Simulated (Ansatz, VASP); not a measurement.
# CaB6: VASP beside Ansatz

File INCAR:

```
SYSTEM = CaB6
  PREC = Accurate
  ENCUT = 600
  EDIFF = 1E-7
  ISMEAR = 0
  SIGMA = 0.01
  LREAL = .False.
  LASPH = .True.
  NELM = 80
  ALGO = Normal
  ISIF = 3
  LWAVE = .False.
  LCHARG = .False.
  GGA = PE
  IBRION = 2
  NSW = 100
  EDIFFG = -0.005
```

File KPOINTS:

```
regular mesh
0
Gamma
  8 8 8
  0 0 0
```

The input POSCAR:

```
CaB6
1.0
    4.1479658752      0.0000000000      0.0000000000
    0.0000000000      4.1479658752      0.0000000000
    0.0000000000      0.0000000000      4.1479658752
Ca B
1 6
Direct
    0.5000000000      0.5000000000      0.5000000000
    0.0000000000      0.0000000000      0.2982962817
    0.0000000000      0.0000000000      0.7017037183
    0.2982962817      0.0000000000      0.0000000000
    0.7017037183      0.0000000000      0.0000000000
    0.0000000000      0.2982962817      0.0000000000
    0.0000000000      0.7017037183      0.0000000000
```

Input for Ansatz:

```yaml
crystal:
  lattice:
    - [4.1479659724, 0.0, 0.0]
    - [0.0, 4.1479659724, 0.0]
    - [0.0, 0.0, 4.1479659724]
  atoms:
    - { symbol: Ca, position: [0.5, 0.5, 0.5] }
    - { symbol: B, position: [0.0, 0.0, 0.2982963379] }
    - { symbol: B, position: [0.0, 0.0, 0.7017036621] }
    - { symbol: B, position: [0.2982963379, 0.0, 0.0] }
    - { symbol: B, position: [0.7017036621, 0.0, 0.0] }
    - { symbol: B, position: [0.0, 0.2982963379, 0.0] }
    - { symbol: B, position: [0.0, 0.7017036621, 0.0] }
basis:
  ecutwfc: 420
kpoints:
  mp_grid: { grid: [8, 8, 8] }
hamiltonian:
  xc: pbe
scf:
  occupations: { method: gaussian, width: 0.01 }
output:
  forces: true
  stress: true
  eigenvalues: true
relax:
  adjacent_minimum: "off"
  f_tol: 0.005
  max_steps: 80
  cell: { stress_tol: 0.05 }
```

Alike in both runs: task relaxation of cell and atoms; functional PBE; k mesh 8 × 8 × 8; occupations gaussian, width 0.01 eV; no spin polarisation.

```csv
,VASP,Ansatz
version,VASP 6.6.1,Ansatz 0.2.0
potentials or method,"VASP PAW PBE potentials, release 64 (Ca_sv, B), cutoff 600 eV","scalar-relativistic, plane waves, PAW"
valence electrons in the cell,28,28
```

```csv
,VASP,Ansatz,Ansatz less VASP
"gap on the k mesh at the Fermi level, each at its own relaxed structure (eV)",0.07,0.07,0.000
relaxed volume (Å³/atom),10.20,10.19,-0.005
relaxed cell length with the largest relative difference (Å),4.148,4.148,-0.0007
```
